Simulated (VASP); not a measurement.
# SnTe3 (Fd-3m) in VASP: notebook, part 2 of 3

VASP 6.6.1. Earlier steps stand in the parts before.

## 4. Relaxation of cell and atoms, PBE

INCAR reads:

```
SYSTEM = SnTe3
ALGO = Normal ; EDIFF = 1E-6
EDIFFG = -0.04 ; ENCUT = 600
GGA = PE ; IBRION = 2
ISIF = 3 ; ISMEAR = 0
LASPH = .TRUE. ; LCHARG = .FALSE.
LREAL = .FALSE. ; LWAVE = .FALSE.
NELM = 60 ; NSW = 90
PREC = Accurate ; SIGMA = 0.1
```

KPOINTS reads:

```
k-points
0
G
  4 4 4
  0 0 0
```

POSCAR reads:

```
SnTe3
1.0
    0.0000000000      5.1459789500      5.1459789500
    5.1459789500      0.0000000000      5.1459789500
    5.1459789500      5.1459789500      0.0000000000
Sn Te
2 6
Direct
    0.0000000000      0.0000000000      0.0000000000
    0.2500000000      0.2500000000      0.2500000000
    0.1250000000      0.1250000000      0.1250000000
    0.1250000000      0.1250000000      0.6250000000
    0.1250000000      0.6250000000      0.1250000000
    0.6250000000      0.1250000000      0.1250000000
    0.7500000000      0.7500000000      0.7500000000
    0.5000000000      0.5000000000      0.5000000000
```

Potentials or basis: VASP PAW PBE potentials, release 64 (Sn_d, Te).

Started as:

```
> cat potpaw_PBE.64/Sn_d/POTCAR potpaw_PBE.64/Te/POTCAR > POTCAR
> mpirun -np 1 vasp_std > vasp.out
```

OUTCAR:

```text
SYSTEM = SnTe3
   EDIFF = 1E-6
   EDIFFG = -0.04
   ENCUT = 600
   GGA = PE
   IBRION = 2
   ISIF = 3
   ISMEAR = 0
   LASPH = .TRUE.
   LREAL = .FALSE.
   NELM = 60
   NSW = 90
   PREC = Accurate

 ion  position               nearest neighbor table
   1  0.000  0.000  0.000-   3 2.23   4 2.23   5 2.23   6 2.23
   2  0.250  0.250  0.250-   3 2.23   4 2.23   5 2.23   6 2.23
   3  0.125  0.125  0.125-   1 2.23   2 2.23   4 3.64   5 3.64   6 3.64   4 3.64   5 3.64   6 3.64

   4  0.125  0.125  0.625-   1 2.23   2 2.23   3 3.64   3 3.64   5 3.64   6 3.64   5 3.64   6 3.64

   5  0.125  0.625  0.125-   1 2.23   2 2.23   3 3.64   4 3.64   3 3.64   4 3.64   6 3.64   6 3.64

   6  0.625  0.125  0.125-   1 2.23   2 2.23   3 3.64   4 3.64   5 3.64   3 3.64   4 3.64   5 3.64

   7  0.750  0.750  0.750-
   8  0.500  0.500  0.500-

  LATTYP: Found a face centered cubic cell.
 ALAT       =    10.2919579000

  Lattice vectors:

 A1 = (   0.0000000000,   5.1459789500,   5.1459789500)
 A2 = (   5.1459789500,   0.0000000000,   5.1459789500)
 A3 = (   5.1459789500,   5.1459789500,   0.0000000000)

Analysis of symmetry for initial positions (statically):
=====================================================================
 Subroutine PRICEL returns:
 Original cell was already a primitive cell.

 Routine SETGRP: Setting up the symmetry group for a
 face centered cubic supercell.

 Subroutine GETGRP returns: Found 48 space group operations
 (whereof 24 operations were pure point group operations)
 out of a pool of 48 trial point group operations.

The static configuration has the point symmetry T_d .
 The point group associated with its full space group is O_h .

Analysis of symmetry for dynamics (positions and initial velocities):
=====================================================================
 Subroutine PRICEL returns:
 Original cell was already a primitive cell.

 Routine SETGRP: Setting up the symmetry group for a
 face centered cubic supercell.

 Subroutine GETGRP returns: Found 48 space group operations
 (whereof 24 operations were pure point group operations)
 out of a pool of 48 trial point group operations.

The dynamic configuration has the point symmetry T_d .
 The point group associated with its full space group is O_h .

 Subroutine INISYM returns: Found 48 space group operations
 (whereof 24 operations are pure point group operations),
[... 100 lines left out ...]
   TEBEG  =    0.0;   TEEND  =   0.0 temperature during run
   PSTRESS=    0.0 pullay stress
   NELECT =      64.0000    total number of electrons
   NUPDOWN=      -1.0000    fix difference up-down
   EMIN   =  10.00;   EMAX   =-10.00  energy-range for DOS
   EFERMI =   0.00;   METHOD = LEGACY
   ISMEAR =     0;   SIGMA  =   0.10  broadening in eV -4-tet -1-fermi 0-gaus
   EFERMI_NEDOS =   21; number of points for ismear=-14 and -15
   IALGO  =     38    algorithm
   IMIX   =      4    mixing-type and parameters
     AMIX     =   0.40;   BMIX     =  1.00
     AMIX_MAG =   1.60;   BMIX_MAG =  1.00
  volume/ion in A,a.u.               =      34.07       229.90
  Fermi-wavevector in a.u.,A,eV,Ry     =   1.010005  1.908633 13.879438  1.020110
  Thomas-Fermi vector in A             =   2.142968
   LORBIT       =      0    0 simple, 1 ext, 2 COOP (PROOUT), +10 PAW based schemes
   GGA     = PE    functional components
   LHFCALC =     F    Hartree Fock is set to
   AEXX    =    0.0000 exact exchange contribution
   IVDW    =     0    specifies the selected vdW correction
   LEPSILON=     F    determine dielectric tensor
   LRPA    =     F    only Hartree local field effects (RPA)
 conjugate gradient relaxation of ions
 non-spin polarized calculation
 Gauss-broadening in eV      SIGMA  =   0.10
  energy-cutoff  :      600.00
  volume of cell :      272.54
 maximum number of plane-waves:      9185
 NGX is ok and might be reduce to    60
   NGX = 29   NGY = 29   NGZ = 29

--------------------------------------- Ionic step        1  -------------------------------------------

 number of electron      64.0000003 magnetization

 Free energy of the ion-electron system (eV)
  ---------------------------------------------------
  ext. energy  EPLUGINS =         0.00000000
  ---------------------------------------------------
  free energy    TOTEN  =        -1.64378904 eV

  energy without entropy =       -1.60752933  energy(sigma->0) =       -1.62565918

 E-fermi :   4.8673     XC(G=0):  -8.7876

 val. band max:        4.8512869988   @ k =   0.5000   0.0000   0.0000
 cond. band min:       4.9672023839   @ k =  -0.2500   0.2500   0.0000
 fundamental gap:      0.1159153851
 Fermi energy:         4.8673203816

 k-point     1 :       0.0000    0.0000    0.0000
  band No.  band energies     occupation
      1     -18.7647      2.00000
      2     -18.7647      2.00000
      3     -18.7647      2.00000
      4     -18.7276      2.00000
      5     -18.7276      2.00000
      6     -18.7276      2.00000
[... 484 lines left out ...]
--------------------------------------- Ionic step        5  -------------------------------------------

 number of electron      63.9999992 magnetization

 Free energy of the ion-electron system (eV)
  ---------------------------------------------------
  ext. energy  EPLUGINS =         0.00000000
  ---------------------------------------------------
  free energy    TOTEN  =       -18.58525999 eV

  energy without entropy =      -18.34047988  energy(sigma->0) =      -18.46286994

 E-fermi :  -0.5428     XC(G=0):  -6.0752

 val. band max:       -0.5438504459   @ k =  -0.2500   0.2500   0.0000
 cond. band min:      -0.5370108428   @ k =   0.5000   0.2500   0.0000
 fundamental gap:      0.0068396031
 Fermi energy:        -0.5428104708

 k-point     1 :       0.0000    0.0000    0.0000
  band No.  band energies     occupation
      1     -21.9585      2.00000
      2     -21.9585      2.00000
      3     -21.9585      2.00000
      4     -21.9576      2.00000
      5     -21.9576      2.00000
      6     -21.9576      2.00000
[... 352 lines left out ...]
  FREE ENERGIE OF THE ION-ELECTRON SYSTEM (eV)
  ---------------------------------------------------
  free  energy   TOTEN  =       -18.5852599929 eV

  energy  without entropy=      -18.3404798848  energy(sigma->0) =      -18.46286994

 reached required accuracy - stopping structural energy minimisation
```

OSZICAR:

```text
N       E                     dE             d eps       ncg     rms          rms(c)
DAV:   1     0.631707797436E+03    0.63171E+03   -0.28863E+04   608   0.184E+03
DAV:   2     0.801738144146E+02   -0.55153E+03   -0.53742E+03   656   0.420E+02
DAV:   3     0.237902915485E+01   -0.77795E+02   -0.74670E+02   730   0.164E+02
[... 90 lines left out ...]
DAV:   7    -0.185855477061E+02    0.25644E-02   -0.14597E-02   608   0.165E-01    0.153E-01
DAV:   8    -0.185852653721E+02    0.28233E-03   -0.12239E-03   672   0.714E-02    0.742E-02
DAV:   9    -0.185852564972E+02    0.88749E-05   -0.38993E-05   702   0.286E-02    0.285E-02
DAV:  10    -0.185852602348E+02   -0.37375E-05   -0.13821E-05   544   0.125E-02    0.821E-03
DAV:  11    -0.185852599929E+02    0.24182E-06   -0.19335E-06   304   0.513E-03
   5 F= -.18585260E+02 E0= -.18462870E+02  d E =-.169415E+02
```

CONTCAR:

```text
SnTe3
   1.00000000000000
     0.0000000000000000    6.4586212124025293    6.4586212124025293
     6.4586212124025293    0.0000000000000000    6.4586212124025293
     6.4586212124025293    6.4586212124025293   -0.0000000000000000
  Sn              Te
     2     6
Direct
     0.0000000000000000    0.0000000000000000    0.0000000000000000
     0.2500000000000000    0.2500000000000000    0.2500000000000000
     0.1250000000000000    0.1250000000000000    0.1250000000000000
     0.1250000000000000    0.1250000000000000    0.6250000000000000
     0.1250000000000000    0.6250000000000000    0.1250000000000000
     0.6250000000000000    0.1250000000000000    0.1250000000000000
     0.7500000000000000    0.7500000000000000    0.7500000000000000
     0.5000000000000000    0.5000000000000000    0.5000000000000000

  0.00000000E+00  0.00000000E+00  0.00000000E+00
  0.00000000E+00  0.00000000E+00  0.00000000E+00
  0.00000000E+00  0.00000000E+00  0.00000000E+00
  0.00000000E+00  0.00000000E+00  0.00000000E+00
  0.00000000E+00  0.00000000E+00  0.00000000E+00
  0.00000000E+00  0.00000000E+00  0.00000000E+00
  0.00000000E+00  0.00000000E+00  0.00000000E+00
  0.00000000E+00  0.00000000E+00  0.00000000E+00
```

Wall time 19 min (1 thread of Intel Xeon Platinum 8375C at 2.90GHz (Ice Lake), shared host); peak memory 0.57 GiB.

What came out:

```yaml
Free_energy: -18.5853 eV
Relaxed_volume: 67.35 Å³/atom
Relaxed_cell: a = 9.134 Å, b = 9.134 Å, c = 9.134 Å, α = 60.00°, β = 60.00°, γ = 60.00°
Space_group_after_relaxing_to_0.1_Å: Fd-3m (No. 227)
Energy_gained_by_relaxing: 2117.7 meV/atom
Ionic_steps: 5
Pressure_after_relaxing: 0.0 GPa
Band_gap_on_the_k_mesh: zero (bands 32 and 33 overlap by 0.10 eV)
```

The path:
| step | energy change (eV) | largest force (eV/Å) | pressure (GPa) | volume (Å³) |
| --- | --- | --- | --- | --- |
| 1 | 0.0000 | 0.0000 | 38.86 | 272.54 |
| 2 | -15.3249 | 0.0000 | -1.79 | 745.60 |
| 3 | -16.8581 | 0.0000 | 0.86 | 504.09 |
| 4 | -16.9152 | 0.0000 | -0.40 | 557.40 |
| 5 | -16.9415 | 0.0000 | -0.04 | 538.83 |

Final structure:
```
CELL_PARAMETERS angstrom
0.00000 6.45862 6.45862
6.45862 0.00000 6.45862
6.45862 6.45862 0.00000
ATOMIC_POSITIONS crystal
Sn 0.00000 0.00000 0.00000
Sn 0.25000 0.25000 0.25000
Te 0.12500 0.12500 0.12500
Te 0.12500 0.12500 0.62500
Te 0.12500 0.62500 0.12500
Te 0.62500 0.12500 0.12500
Te 0.75000 0.75000 0.75000
Te 0.50000 0.50000 0.50000
```

Caveat: the volume moved by over 15 % at a fixed basis, so the end points are rough; semilocal functionals underestimate gaps, and a narrow one can read as zero; spin-orbit coupling is left out, which moves the levels of the heavy elements.

(Continued in part 3 of 3.)

The gap in the log of VASP goes by the Fermi energy; the results here count the filled bands.